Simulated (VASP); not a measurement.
# LiMg12 (a cell with a defect) in VASP: a series of runs

Runs on LiMg12 (a cell with a defect). Level: PBE. Tasks: single point.

Everything below comes from runs of VASP 6.6.1. Logs are shortened: lines on timing, memory, paths and dates and some standing lists are left out, and cuts for length are marked.

## Step 1: The cell of the first run

The cell holds a defect, 13 atoms: a = 6.420 Å, b = 9.630 Å, c = 5.213 Å, α = 90.00°, β = 90.00°, γ = 120.00°.

## Step 2: Single point, PBE

Contents of INCAR:

```
SYSTEM = LiMg12
  ALGO = Normal
  EDIFF = 1E-7
  ENCUT = 520
  GGA = PE
  ISIF = 2
  ISMEAR = -1
  LASPH = .True.
  LCHARG = .False.
  LREAL = .False.
  LWAVE = .False.
  NBANDS = 26
  NELM = 80
  PREC = Accurate
  SIGMA = 0.05
```

Contents of KPOINTS:

```
k-points
0
Gamma
  4 3 4
  0 0 0
```

Contents of POSCAR:

```
LiMg12
1.0
    6.4200000000      0.0000000000      0.0000000000
   -4.8150000000      8.3398250000      0.0000000000
    0.0000000000      0.0000000000      5.2130400000
Mg Li
12 1
Direct
    0.0240082065     -0.0024154025      0.1146415685
    0.2556627235      0.2674828250      0.4913218868
    0.0348012356      0.3253635954      0.0053895336
    0.1153636058      0.5223331194      0.5255845142
    0.0567803983      0.6743437574      0.0306296979
    0.1397943062      0.8858793414      0.5713143917
    0.5116203396      0.0090842096     -0.0223610130
    0.6676298603      0.2040840818      0.4694351322
    0.5609921299      0.3490788300     -0.0288281934
    0.6876741373      0.5733214040      0.4511280426
    0.5442347769      0.6727837510     -0.0726862091
    0.5281719885      0.8242628703      0.4106620395
   -0.1281607084      0.0331164173      0.6729071085
```

Potentials or basis: VASP PAW PBE potentials, release 64 (Mg, Li_sv).

Run with:

```
$ cat potpaw_PBE.64/Mg/POTCAR potpaw_PBE.64/Li_sv/POTCAR > POTCAR
$ mpirun -np 1 vasp_std > vasp.out
```

OUTCAR:

```text
SYSTEM = LiMg12
   EDIFF = 1E-7
   ENCUT = 520
   GGA = PE
   ISIF = 2
   ISMEAR = -1
   LASPH = .True.
   LREAL = .False.
   NELM = 80
   PREC = Accurate

 ion  position               nearest neighbor table
   1  0.024  0.998  0.115-  13 2.59   6 2.86   2 2.99   7 3.16  12 3.16   3 3.17   6 3.25   5 3.25
                            11 3.25   7 3.42   9 3.50
   2  0.256  0.267  0.491-  13 2.55  10 2.87   1 2.99   8 3.00   4 3.01   9 3.03   3 3.09   9 3.21
                             3 3.21   6 3.39   8 3.51
   3  0.035  0.325  0.005-  13 3.01   4 3.02   2 3.09   8 3.17   9 3.17   1 3.17   4 3.20   2 3.21
                             7 3.22   9 3.27   5 3.30  11 3.33   8 3.46
   4  0.115  0.522  0.526-  12 2.85   8 2.99   2 3.01   3 3.02  10 3.05   5 3.08   5 3.13  11 3.17
                             3 3.20   6 3.43  10 3.48
   5  0.057  0.674  0.031-  10 3.01   6 3.01   4 3.08   7 3.10   4 3.13   9 3.17  11 3.18   1 3.25
                            12 3.29   3 3.30  11 3.33   6 3.36
   6  0.140  0.886  0.571-  13 2.77   1 2.86  12 2.96   7 2.96   5 3.01  10 3.02   1 3.25   8 3.28
                             5 3.36   2 3.39   4 3.43
   7  0.512  0.009  0.978-  13 2.72  12 2.91   6 2.96   8 3.04   5 3.10   8 3.11   9 3.13   1 3.16
                             3 3.22  11 3.36   1 3.42  12 3.48
   8  0.668  0.204  0.469-  13 2.78   4 2.99   2 3.00   7 3.04   7 3.11   3 3.17   9 3.18   9 3.20
                             6 3.28  12 3.32   3 3.46  10 3.49   2 3.51
   9  0.561  0.349  0.971-   2 3.03   7 3.13  10 3.14   3 3.17   5 3.17  11 3.18   8 3.18   8 3.20
                             2 3.21   3 3.27  10 3.30   1 3.50
  10  0.688  0.573  0.451-   2 2.87  11 2.97   5 3.01   6 3.02   4 3.05  12 3.07   9 3.14  11 3.18
                             9 3.30   4 3.48   8 3.49
  11  0.544  0.673  0.927-  12 2.94  10 2.97  12 3.09   4 3.17  10 3.18   9 3.18   5 3.18   1 3.25
                             5 3.33   3 3.33   7 3.36
  12  0.528  0.824  0.411-  13 2.52   4 2.85   7 2.91  11 2.94   6 2.96  10 3.07  11 3.09   1 3.16
                             5 3.29   8 3.32   7 3.48
  13  0.872  0.033  0.673-  12 2.52   2 2.55   1 2.59   7 2.72   6 2.77   8 2.78   3 3.01

  LATTYP: Found a simple monoclinic cell.
 ALAT       =     6.4200000000
 B/A-ratio  =     0.8120000000
 C/A-ratio  =     1.3228757108
 COS(beta)  =    -0.1889822286

  Lattice vectors:

 A1 = (   6.4200000000,   0.0000000000,   0.0000000000)
 A2 = (   0.0000000000,   0.0000000000,   5.2130400000)
 A3 = (  -1.6050000000,  -8.3398250000,   0.0000000000)

Analysis of symmetry for initial positions (statically):
=====================================================================
 Subroutine PRICEL returns:
 Original cell was already a primitive cell.

 Routine SETGRP: Setting up the symmetry group for a
 simple monoclinic supercell.

 Subroutine GETGRP returns: Found  1 space group operations
 (whereof  1 operations were pure point group operations)
 out of a pool of  4 trial point group operations.

The static configuration has the point symmetry C_1 .

Analysis of symmetry for dynamics (positions and initial velocities):
=====================================================================
 Subroutine PRICEL returns:
 Original cell was already a primitive cell.

 Routine SETGRP: Setting up the symmetry group for a
 simple monoclinic supercell.

 Subroutine GETGRP returns: Found  1 space group operations
 (whereof  1 operations were pure point group operations)
 out of a pool of  4 trial point group operations.

The dynamic configuration has the point symmetry C_1 .

 Subroutine INISYM returns: Found  1 space group operations
 (whereof  1 operations are pure point group operations),
 and found     1 'primitive' translations

----------------------------------------------------------------------------------------

                                     Primitive cell

  volume of cell :     279.1149

  direct lattice vectors                    reciprocal lattice vectors
     6.420000000  0.000000000  0.000000000     0.155763240  0.089929945  0.000000000
    -4.815000000  8.339825000  0.000000000     0.000000000  0.119906593  0.000000000
     0.000000000  0.000000000  5.213040000     0.000000000  0.000000000  0.191826650

  length of vectors
     6.420000000  9.630000313  5.213040000     0.179859895  0.119906593  0.191826650

  position of ions in fractional coordinates (direct lattice)
     0.024008206  0.997584598  0.114641568
     0.255662724  0.267482825  0.491321887
     0.034801236  0.325363595  0.005389534
     0.115363606  0.522333119  0.525584514
     0.056780398  0.674343757  0.030629698
     0.139794306  0.885879341  0.571314392
     0.511620340  0.009084210  0.977638987
     0.667629860  0.204084082  0.469435132
     0.560992130  0.349078830  0.971171807
     0.687674137  0.573321404  0.451128043
     0.544234777  0.672783751  0.927313791
     0.528171988  0.824262870  0.410662039
     0.871839292  0.033116417  0.672907108

  ion indices of the primitive-cell ions
   primitive index   ion index
                 1           1
                 2           2
                 3           3
                 4           4
                 5           5
                 6           6
                 7           7
                 8           8
                 9           9
                10          10
                11          11
                12          12
                13          13

----------------------------------------------------------------------------------------

 KPOINTS: k-points

Automatic generation of k-mesh.
 Grid dimensions read from file:
 generate k-points for:    4    3    4

 Generating k-lattice:

  Cartesian coordinates                     Fractional coordinates (reciprocal lattice)
     0.038940810  0.022482486  0.000000000     0.250000000  0.000000000  0.000000000
     0.000000000  0.039968864  0.000000000     0.000000000  0.333333333  0.000000000
     0.000000000  0.000000000  0.047956663     0.000000000  0.000000000  0.250000000

  Length of vectors
     0.044964974  0.039968864  0.047956663

  Shift w.r.t. Gamma in fractional coordinates (k-lattice)
     0.000000000  0.000000000  0.000000000

 Subroutine IBZKPT returns following result:
 ===========================================

 Found     26 irreducible k-points:

 Following reciprocal coordinates:
            Coordinates               Weight
  0.000000  0.000000  0.000000      1.000000
  0.250000  0.000000  0.000000      2.000000
  0.500000  0.000000  0.000000      1.000000
  0.000000  0.333333  0.000000      2.000000
  0.250000  0.333333  0.000000      2.000000
  0.500000  0.333333  0.000000      2.000000
[... 16 lines left out ...]
  0.000000  0.333333  0.500000      2.000000
  0.250000  0.333333  0.500000      2.000000
 [... further k-points ...]
   k-points           NKPTS =     26   k-points in BZ     NKDIM =     26   number of bands    NBANDS=     26
   number of dos      NEDOS =    301   number of ions     NIONS =     13
   total plane-waves  NPLWV = 138240
   dimension x,y,z NGX =    48 NGY =   72 NGZ =   40
   dimension x,y,z NGXF=    96 NGYF=  144 NGZF=   80
   ions per type =              12   1
   NGX,Y,Z   is equivalent  to a cutoff of  12.43, 12.43, 12.76 a.u.
   NGXF,Y,Z  is equivalent  to a cutoff of  24.86, 24.86, 25.51 a.u.
 SYSTEM =  LiMg12
   PREC   = accura    normal or accurate (medium, high low for compatibility)
   ISTART =      0    job   : 0-new  1-cont  2-samecut
   ICHARG =      2    charge: 1-file 2-atom 10-const
   ISPIN  =      1    spin polarized calculation?
   LNONCOLLINEAR =      F non collinear calculations
   LSORBIT =      F    spin-orbit coupling
   LASPH  =      T    aspherical Exc in radial PAW
   ENCUT  =  520.0 eV  38.22 Ry    6.18 a.u.  11.94 17.91  9.69*2*pi/ulx,y,z
   NELM   =     80;   NELMIN=  2; NELMDL= -5     # of ELM steps
   EDIFF  = 0.1E-06   stopping-criterion for ELM
   LREAL  =      F    real-space projection
   EDIFFG = 0.1E-05   stopping-criterion for IOM
   NSW    =      0    number of steps for IOM
   IBRION =     -1    ionic relax: 0-MD 1-quasi-New 2-CG
   NFREE  =      0    steps in history (QN), initial steepest desc. (CG)
   ISIF   =      2    stress and relaxation
   ISYM   =      2    0-nonsym 1-usesym 2-fastsym
   POTIM  = 0.5000    time-step for ionic-motion
   TEBEG  =    0.0;   TEEND  =   0.0 temperature during run
   PSTRESS=    0.0 pullay stress
   NELECT =      27.0000    total number of electrons
   NUPDOWN=      -1.0000    fix difference up-down
   EMIN   =  10.00;   EMAX   =-10.00  energy-range for DOS
   EFERMI =   0.00;   METHOD = LEGACY
   ISMEAR =    -1;   SIGMA  =   0.05  broadening in eV -4-tet -1-fermi 0-gaus
   EFERMI_NEDOS =   21; number of points for ismear=-14 and -15
   IALGO  =     38    algorithm
   IMIX   =      4    mixing-type and parameters
     AMIX     =   0.40;   BMIX     =  1.00
     AMIX_MAG =   1.60;   BMIX_MAG =  1.00
  volume/ion in A,a.u.               =      21.47       144.89
  Fermi-wavevector in a.u.,A,eV,Ry     =   0.751511  1.420149  7.684136  0.564768
  Thomas-Fermi vector in A             =   1.848508
   LORBIT       =      0    0 simple, 1 ext, 2 COOP (PROOUT), +10 PAW based schemes
   GGA     = PE    functional components
   LHFCALC =     F    Hartree Fock is set to
   AEXX    =    0.0000 exact exchange contribution
   IVDW    =     0    specifies the selected vdW correction
   LEPSILON=     F    determine dielectric tensor
   LRPA    =     F    only Hartree local field effects (RPA)
 non-spin polarized calculation
  energy-cutoff  :      520.00
  volume of cell :      279.11
 maximum number of plane-waves:      7534
   NGX = 23   NGY = 35   NGZ = 19

 number of electron      27.0000000 magnetization

 Free energy of the ion-electron system (eV)
  ---------------------------------------------------
  ext. energy  EPLUGINS =         0.00000000
  ---------------------------------------------------
  free energy    TOTEN  =       -18.85017250 eV

  energy without entropy =      -18.81184901  energy(sigma->0) =      -18.83101075

 E-fermi :   2.7640     XC(G=0):  -8.5751

 val. band max:        2.7275146407   @ k =   0.2500   0.3333   0.5000
 cond. band min:       2.7692196060   @ k =   0.0000  -0.3333   0.2500
 fundamental gap:      0.0417049653
 Fermi energy:         2.7639803862

 k-point     1 :       0.0000    0.0000    0.0000
  band No.  band energies     occupation
      1     -43.5888      2.00000
      2      -4.1902      2.00000
      3      -2.1826      2.00000
      4      -1.9564      2.00000
      5      -0.6038      2.00000
      6      -0.4184      2.00000
[... 17 lines left out ...]
     24       5.4428      0.00000
     25       5.6204      0.00000

 k-point     2 :       0.2500    0.0000    0.0000
  band No.  band energies     occupation
      1     -43.5888      2.00000
      2      -3.8937      2.00000
      3      -2.5704      2.00000
      4      -1.7902      2.00000
      5      -1.5032      2.00000
      6      -0.9636      2.00000
[... 17 lines left out ...]
     24       6.0993      0.00000
     25       6.4841      0.00000
[... 586 lines left out ...]
     24       7.5315      0.00000
     25       7.6237      0.00000

 k-point    24 :       0.2500    0.3333    0.5000
  band No.  band energies     occupation
      1     -43.5888      2.00000
      2      -2.2529      2.00000
      3      -2.1686      2.00000
      4      -2.0345      2.00000
      5      -1.8876      2.00000
      6      -0.8061      2.00000
[... 17 lines left out ...]
     24       7.6107      0.00000
     25       7.7605      0.00000

 [... further k-points ...]

 [bands above 25 left out]

------------------------ aborting loop because EDIFF is reached ----------------------------------------

  FORCE on cell =-STRESS in cart. coord.  units (eV):
  Direction    XX          YY          ZZ          XY          YZ          ZX
  --------------------------------------------------------------------------------------
  -------------------------------------------------------------------------------------
  Total        3.1018142      4.1957066      6.4975639      0.8464240     -0.2145770      1.5458582
  in kB       17.8050557     24.0842249     37.2973624      4.8586489     -1.2317166      8.8735462
  external PRESSURE =      26.3955477 kB  Pullay stress =       0.0000000 kB

 VOLUME and BASIS-vectors are now :
 -----------------------------------------------------------------------------
  energy-cutoff  :      520.00
  volume of cell :      279.11
      direct lattice vectors                 reciprocal lattice vectors
     6.420000000  0.000000000  0.000000000     0.155763240  0.089929945  0.000000000
    -4.815000000  8.339825000  0.000000000     0.000000000  0.119906593  0.000000000
     0.000000000  0.000000000  5.213040000     0.000000000  0.000000000  0.191826650

 POSITION                                       TOTAL-FORCE (eV/Angst)
 -----------------------------------------------------------------------------------
     -4.64924      8.31968      0.59763         0.003765     -0.004737      0.010213
      0.35342      2.23076      2.56128         0.004003      0.002909     -0.005960
     -1.34320      2.71348      0.02810        -0.000657      0.007398      0.003633
     -1.77440      4.35617      2.73989        -0.001924      0.000746      0.000703
     -2.88244      5.62391      0.15967         0.002904     -0.005932     -0.001306
     -3.36803      7.38808      2.97828        -0.004281     -0.003564     -0.002912
      3.24086      0.07576      5.09647        -0.003167     -0.005876      0.004058
      3.30352      1.70203      2.44718        -0.009091      0.001856     -0.005631
      1.92075      2.91126      5.06276         0.003100      0.003172      0.008039
      1.65433      4.78140      2.35175         0.000628      0.006952     -0.003900
      0.25453      5.61090      4.83412        -0.001546      0.007340     -0.001236
     -0.57796      6.87421      2.14080         0.004305     -0.006666     -0.004603
      5.43775      0.27619      3.50789         0.001960     -0.003599     -0.001098
 -----------------------------------------------------------------------------------
    total drift:                                0.000541      0.000713     -0.000318

  FREE ENERGIE OF THE ION-ELECTRON SYSTEM (eV)
  ---------------------------------------------------
  free  energy   TOTEN  =       -18.8501724986 eV

  energy  without entropy=      -18.8118490082  energy(sigma->0) =      -18.83101075
```

It took 3.7 min on 1 thread of Intel Xeon Platinum 8259CL at 2.50GHz (Skylake/Cascade Lake), shared host; peak memory 0.43 GiB.

What came out:

- Free energy: -18.8502 eV
- Largest force: 0.012 eV/Å
- Band gap on the k mesh: zero (an odd number of electrons rules out a gap without spin polarisation)

Forces on the atoms (eV/Å):
```
Mg   0.004 -0.005  0.010
Mg   0.004  0.003 -0.006
Mg  -0.001  0.007  0.004
Mg  -0.002  0.001  0.001
Mg   0.003 -0.006 -0.001
Mg  -0.004 -0.004 -0.003
Mg  -0.003 -0.006  0.004
Mg  -0.009  0.002 -0.006
Mg   0.003  0.003  0.008
Mg   0.001  0.007 -0.004
Mg  -0.002  0.007 -0.001
Mg   0.004 -0.007 -0.005
Li   0.002 -0.004 -0.001
```

Levels at points of the mesh, in eV from the Fermi level:
| k point | band 10 | band 11 | band 12 | band 13 | band 14 | band 15 | band 16 | band 17 |
| --- | --- | --- | --- | --- | --- | --- | --- | --- |
| (0.00, 0.00, 0.00) | -1.49 | -0.40 | -0.16 | 0.05 | 0.18 | 0.37 | 0.52 | 1.32 |
| (0.50, 0.00, 0.00) | -0.66 | -0.56 | -0.39 | -0.29 | -0.16 | 0.05 | 0.18 | 0.23 |
| (0.00, 0.00, 0.50) | -1.98 | -1.76 | -1.22 | -1.05 | -0.85 | -0.61 | 0.86 | 1.06 |
| (0.50, 0.00, 0.50) | -1.14 | -0.95 | -0.71 | -0.58 | 0.52 | 0.56 | 0.79 | 0.88 |

Caveat: the cutoff is under 1.25 times the usual one of these potentials, so pressure, stress and relaxed cells hold a basis-set (Pulay) error.

(Part 1 of 2 ends here.)

The gap in the log of VASP goes by the Fermi energy; the results here count the filled bands.